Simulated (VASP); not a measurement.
# GaN (I-4m2) in VASP: single point with HSE06

Aim: the single point of GaN with HSE06.

Everything below comes from runs of VASP 6.6.1. Logs are shortened: lines on timing, memory, paths and dates and some standing lists are left out, and cuts for length are marked.

**1. The cell of the first run**

It takes space group I-4m2 (No. 119, tetragonal). The conventional cell has a = 3.180 Å, b = 3.180 Å, c = 4.553 Å, α = 90.00°, β = 90.00°, γ = 90.00°. Within 2.6 Å of Ga (site symmetry -4m2) lie 4 N at 1.96 Å. N (site symmetry -4m2) has 4 Ga at 1.96 Å within 2.6 Å.

**2. Single point, HSE06 (uniaxial z strain +1.2%)**

POSCAR

```
GaN
1.0
    0.0000000000      2.2489525415      2.2763897625
    2.2489525415      0.0000000000      2.2763897625
    2.2489525415      2.2489525415      0.0000000000
Ga N
1 1
Direct
    0.0000000000      0.0000000000      0.0000000000
    0.2500000000      0.2500000000      0.2500000000
```

INCAR.step1

```
PREC     = Accurate       # precision mode
ENCUT    = 520            # plane-wave cutoff, eV
EDIFF    = 1E-5           # SCF threshold, eV
ISMEAR   = 0              # smearing method
SIGMA    = 0.01           # smearing width, eV
LREAL    = False          # projectors in reciprocal space
LASPH    = True           # aspherical terms in the spheres
NELM     = 80             # most SCF steps
ALGO     = Normal         # electronic algorithm
ISIF     = 2              # what is computed and relaxed
LWAVE    = True           # write WAVECAR
LCHARG   = False          # write CHGCAR
NBANDS   = 16             # bands
GGA      = PE             # functional
```

INCAR.step2

```
PREC     = Accurate       # precision mode
ENCUT    = 520            # plane-wave cutoff, eV
EDIFF    = 1E-6           # SCF threshold, eV
ISMEAR   = 0              # smearing method
SIGMA    = 0.01           # smearing width, eV
LREAL    = False          # projectors in reciprocal space
LASPH    = True           # aspherical terms in the spheres
NELM     = 80             # most SCF steps
ALGO     = Normal         # electronic algorithm
ISIF     = 2              # what is computed and relaxed
LWAVE    = False          # write WAVECAR
LCHARG   = False          # write CHGCAR
GGA      = PE             # functional
LHFCALC  = True           # exact exchange
HFSCREEN = 0.2079         # screening, 1/A
PRECFOCK = Normal       
NBANDS   = 16             # bands
ISTART   = 1
```

KPOINTS

```
Automatic mesh
0
Gamma
  6 6 6
```

Potentials or basis: VASP PAW PBE potentials, release 64 (Ga_d, N).

Command:

```sh
$ cat potpaw_PBE.64/Ga_d/POTCAR potpaw_PBE.64/N/POTCAR > POTCAR
$ cp INCAR.step1 INCAR
$ mpirun -np 1 vasp_std > vasp.out
$ cp INCAR.step2 INCAR
$ mpirun -np 1 vasp_std > vasp.out
```

OUTCAR:

```text
PREC = Accurate
   ENCUT = 520
   EDIFF = 1E-6
   ISMEAR = 0
   LREAL = False
   LASPH = True
   NELM = 80
   ISIF = 2
   GGA = PE
   LHFCALC = True
   HFSCREEN = 0.2079
   PRECFOCK = Normal
   ISTART = 1

 ion  position               nearest neighbor table
   1  0.000  0.000  0.000-   2 1.96   2 1.96   2 1.96   2 1.96
   2  0.250  0.250  0.250-   1 1.96   1 1.96   1 1.96   1 1.96

  LATTYP: Found a body centered tetragonal cell.
 ALAT       =     3.1804991853
 C/A-ratio  =     1.4314669678

  Lattice vectors:

 A1 = (  -2.2489525415,   0.0000000000,   2.2763897625)
 A2 = (   2.2489525415,   0.0000000000,   2.2763897625)
 A3 = (   0.0000000000,   2.2489525415,  -2.2763897625)

Analysis of symmetry for initial positions (statically):
=====================================================================
 Subroutine PRICEL returns:
 Original cell was already a primitive cell.

 Routine SETGRP: Setting up the symmetry group for a
 body centered tetragonal supercell.

 Subroutine GETGRP returns: Found  8 space group operations
 (whereof  8 operations were pure point group operations)
 out of a pool of 16 trial point group operations.

The static configuration has the point symmetry D_2d.

Analysis of symmetry for dynamics (positions and initial velocities):
=====================================================================
 Subroutine PRICEL returns:
 Original cell was already a primitive cell.

 Routine SETGRP: Setting up the symmetry group for a
 body centered tetragonal supercell.

 Subroutine GETGRP returns: Found  8 space group operations
 (whereof  8 operations were pure point group operations)
 out of a pool of 16 trial point group operations.

The dynamic configuration has the point symmetry D_2d.

 Subroutine INISYM returns: Found  8 space group operations
 (whereof  8 operations are pure point group operations),
 and found     1 'primitive' translations

----------------------------------------------------------------------------------------

                                     Primitive cell

  volume of cell :      23.0270

  direct lattice vectors                    reciprocal lattice vectors
     0.000000000  2.248952542  2.276389763    -0.222325723  0.222325723  0.219646041
     2.248952542  0.000000000  2.276389763     0.222325723 -0.222325723  0.219646041
     2.248952542  2.248952542  0.000000000     0.222325723  0.222325723 -0.219646041

  length of vectors
     3.199959044  3.199959044  3.180499185     0.383538574  0.383538574  0.383538574

  position of ions in fractional coordinates (direct lattice)
     0.000000000  0.000000000  0.000000000
     0.250000000  0.250000000  0.250000000

  ion indices of the primitive-cell ions
   primitive index   ion index
                 1           1
                 2           2

----------------------------------------------------------------------------------------

 KPOINTS: Automatic mesh

Automatic generation of k-mesh.
 Grid dimensions read from file:
 generate k-points for:    6    6    6

 Generating k-lattice:

  Cartesian coordinates                     Fractional coordinates (reciprocal lattice)
    -0.037054287  0.037054287  0.036607674     0.166666667  0.000000000  0.000000000
     0.037054287 -0.037054287  0.036607674     0.000000000  0.166666667  0.000000000
     0.037054287  0.037054287 -0.036607674     0.000000000  0.000000000  0.166666667

  Length of vectors
     0.063923096  0.063923096  0.063923096

  Shift w.r.t. Gamma in fractional coordinates (k-lattice)
     0.000000000  0.000000000  0.000000000

 Subroutine IBZKPT returns following result:
 ===========================================

 Found     30 irreducible k-points:

 Following reciprocal coordinates:
            Coordinates               Weight
  0.000000  0.000000  0.000000      1.000000
  0.166667 -0.000000  0.000000      8.000000
  0.333333 -0.000000  0.000000      8.000000
  0.500000  0.000000  0.000000      4.000000
  0.166667  0.166667  0.000000      2.000000
  0.333333  0.166667  0.000000      8.000000
[... 16 lines left out ...]
  0.333333  0.000000  0.333333      4.000000
  0.500000  0.000000  0.333333     16.000000
 [... further k-points ...]
   k-points           NKPTS =     30   k-points in BZ     NKDIM =    216   number of bands    NBANDS=     16
   number of dos      NEDOS =    301   number of ions     NIONS =      2
   total plane-waves  NPLWV =  13824
   dimension x,y,z NGX =    24 NGY =   24 NGZ =   24
   dimension x,y,z NGXF=    48 NGYF=   48 NGZF=   48
   ions per type =               1   1
   NGX,Y,Z   is equivalent  to a cutoff of  12.47, 12.47, 12.54 a.u.
   NGXF,Y,Z  is equivalent  to a cutoff of  24.94, 24.94, 25.09 a.u.
 SYSTEM =  unknown system
   PREC   = accura    normal or accurate (medium, high low for compatibility)
   ISTART =      1    job   : 0-new  1-cont  2-samecut
   ICHARG =      0    charge: 1-file 2-atom 10-const
   ISPIN  =      1    spin polarized calculation?
   LNONCOLLINEAR =      F non collinear calculations
   LSORBIT =      F    spin-orbit coupling
   LASPH  =      T    aspherical Exc in radial PAW
   ENCUT  =  520.0 eV  38.22 Ry    6.18 a.u.   5.95  5.95  5.91*2*pi/ulx,y,z
   NELM   =     80;   NELMIN=  2; NELMDL=  0     # of ELM steps
   EDIFF  = 0.1E-05   stopping-criterion for ELM
   LREAL  =      F    real-space projection
   EDIFFG = 0.1E-04   stopping-criterion for IOM
   NSW    =      0    number of steps for IOM
   IBRION =     -1    ionic relax: 0-MD 1-quasi-New 2-CG
   NFREE  =      0    steps in history (QN), initial steepest desc. (CG)
   ISIF   =      2    stress and relaxation
   ISYM   =      3    0-nonsym 1-usesym 2-fastsym
   POTIM  = 0.5000    time-step for ionic-motion
   TEBEG  =    0.0;   TEEND  =   0.0 temperature during run
   PSTRESS=    0.0 pullay stress
   NELECT =      18.0000    total number of electrons
   NUPDOWN=      -1.0000    fix difference up-down
   EMIN   =  10.00;   EMAX   =-10.00  energy-range for DOS
   EFERMI =   0.00;   METHOD = LEGACY
   ISMEAR =     0;   SIGMA  =   0.01  broadening in eV -4-tet -1-fermi 0-gaus
   EFERMI_NEDOS =   21; number of points for ismear=-14 and -15
   IALGO  =     38    algorithm
   IMIX   =      1    mixing-type and parameters
     AMIX     =   0.40;   BMIX     =  1.00
     AMIX_MAG =   1.60;   BMIX_MAG =  1.00
  volume/ion in A,a.u.               =      11.51        77.70
  Fermi-wavevector in a.u.,A,eV,Ry     =   1.508065  2.849829 30.943168  2.274259
  Thomas-Fermi vector in A             =   2.618568
   LORBIT       =      0    0 simple, 1 ext, 2 COOP (PROOUT), +10 PAW based schemes
   GGA     = PE    functional components
   LHFCALC =     T    Hartree Fock is set to
   PRECFOCK=normal    Normal, Fast or Accurate (Low or Medium for compatibility)
   ENCUT4O =  -1.0   cutoff for four orbital integrals eV
   NKREDX  =     1    reduce k-point grid by
   NKREDY  =     1    reduce k-point grid by
   NKREDZ  =     1    reduce k-point grid by
   AEXX    =    0.2500 exact exchange contribution
   HFSCREEN=    0.2079 screening length (either q_TF or 0.3 A-1)
   HFSCREENC=   0.2079 screening length for correlation (either q_TF or 0.3 A-1)
   ENCUTFOCK=  -1.0 apply spherical cutoff to Coloumb kernel
   IVDW    =     0    specifies the selected vdW correction
   LEPSILON=     F    determine dielectric tensor
   LRPA    =     F    only Hartree local field effects (RPA)
 non-spin polarized calculation
 Gauss-broadening in eV      SIGMA  =   0.01
  energy-cutoff  :      520.00
  volume of cell :       23.03
 maximum number of plane-waves:       636
  NGX = 18; NGY = 18; NGZ = 18

 number of electron      18.0000000 magnetization

 Free energy of the ion-electron system (eV)
  ---------------------------------------------------
  ext. energy  EPLUGINS =         0.00000000
  ---------------------------------------------------
  free energy    TOTEN  =       -14.73523085 eV

  energy without entropy =      -14.73523085  energy(sigma->0) =      -14.73523085

 E-fermi :   4.4916     XC(G=0):  -9.5376

 val. band max:        4.4169838429   @ k =   0.0000   0.0000   0.0000
 cond. band min:       7.3284660931   @ k =   0.0000   0.0000   0.0000
 fundamental gap:      2.9114822502
 Fermi energy:         4.4916436990

 k-point     1 :       0.0000    0.0000    0.0000
  band No.  band energies     occupation
      1     -12.9887      2.00000
      2     -11.1838      2.00000
      3     -11.1718      2.00000
      4     -11.1718      2.00000
      5     -10.8659      2.00000
      6     -10.8656      2.00000
[... 8 lines left out ...]
     15      24.5573      0.00000
     16      24.9735      0.00000

 k-point     2 :       0.1667   -0.0000    0.0000
  band No.  band energies     occupation
      1     -12.7490      2.00000
      2     -11.1483      2.00000
      3     -11.1403      2.00000
      4     -10.9764      2.00000
      5     -10.8682      2.00000
      6     -10.8660      2.00000
[... 8 lines left out ...]
     15      22.8652      0.00000
     16      22.9079      0.00000

 k-point     3 :       0.3333   -0.0000    0.0000
  band No.  band energies     occupation
      1     -12.4620      2.00000
      2     -11.1047      2.00000
      3     -11.0964      2.00000
      4     -10.8521      2.00000
      5     -10.8463      2.00000
      6     -10.0775      2.00000
[... 8 lines left out ...]
     15      23.7080      0.00000
     16      23.7150      0.00000

 k-point     4 :       0.5000    0.0000    0.0000
  band No.  band energies     occupation
      1     -12.4065      2.00000
      2     -11.0951      2.00000
      3     -11.0867      2.00000
      4     -10.8310      2.00000
      5     -10.8230      2.00000
      6      -9.2087      2.00000
[... 8 lines left out ...]
     15      25.9197      0.00000
     16      25.9690      0.00000
[... 324 lines left out ...]
 k-point    22 :      -0.3333    0.5000    0.1667
  band No.  band energies     occupation
      1     -12.3151      2.00000
      2     -11.0273      2.00000
      3     -10.9892      2.00000
      4     -10.8854      2.00000
      5     -10.8345      2.00000
      6      -8.4883      2.00000
[... 8 lines left out ...]
     15      26.7710      0.00000
     16      29.4625      0.00000

 k-point    23 :       0.3333    0.0000    0.3333
  band No.  band energies     occupation
      1     -12.3643      2.00000
      2     -11.0236      2.00000
      3     -10.9765      2.00000
      4     -10.9720      2.00000
      5     -10.8123      2.00000
      6      -9.7201      2.00000
[... 8 lines left out ...]
     15      28.3205      0.00000
     16      28.9010      0.00000

 k-point    24 :       0.5000    0.0000    0.3333
  band No.  band energies     occupation
      1     -12.3279      2.00000
      2     -11.0454      2.00000
      3     -10.9447      2.00000
      4     -10.9397      2.00000
      5     -10.8101      2.00000
      6      -8.8245      2.00000
[... 8 lines left out ...]
     15      28.5994      0.00000
     16      28.8526      0.00000

 [... further k-points ...]

------------------------ aborting loop because EDIFF is reached ----------------------------------------

  FORCE on cell =-STRESS in cart. coord.  units (eV):
  Direction    XX          YY          ZZ          XY          YZ          ZX
  --------------------------------------------------------------------------------------
  -------------------------------------------------------------------------------------
  Total       -0.2663689     -0.2663689     -0.5095390      0.0000000     -0.0000000      0.0000000
  in kB      -18.5334772    -18.5334772    -35.4528252      0.0000000     -0.0000000      0.0000000
  external PRESSURE =     -24.1732599 kB  Pullay stress =       0.0000000 kB

 VOLUME and BASIS-vectors are now :
 -----------------------------------------------------------------------------
  energy-cutoff  :      520.00
  volume of cell :       23.03
      direct lattice vectors                 reciprocal lattice vectors
     0.000000000  2.248952542  2.276389763    -0.222325723  0.222325723  0.219646041
     2.248952542  0.000000000  2.276389763     0.222325723 -0.222325723  0.219646041
     2.248952542  2.248952542  0.000000000     0.222325723  0.222325723 -0.219646041

 POSITION                                       TOTAL-FORCE (eV/Angst)
 -----------------------------------------------------------------------------------
      0.00000      0.00000      0.00000         0.000000      0.000000     -0.000000
      1.12448      1.12448      1.13819        -0.000000     -0.000000      0.000000
 -----------------------------------------------------------------------------------
    total drift:                                0.000001      0.000001     -0.000004

  FREE ENERGIE OF THE ION-ELECTRON SYSTEM (eV)
  ---------------------------------------------------
  free  energy   TOTEN  =       -14.7352308457 eV

  energy  without entropy=      -14.7352308457  energy(sigma->0) =      -14.73523085
```

Run time: 42 min. Hardware: 1 thread of Intel Xeon Platinum 8375C at 2.90GHz (Ice Lake), shared host; peak memory 0.26 GiB.

Results:

```
Free energy            : -14.7352 eV
Pressure               : -2.4 GPa
Band gap on the k mesh : 2.91 eV
```

Caveat: the cell differs from its parent crystal (uniaxial z strain +1.2%); the structure was generated, so it needn't be the stable form of GaN; the PAW data sets were made with another functional, which shifts forces and pressure a little.
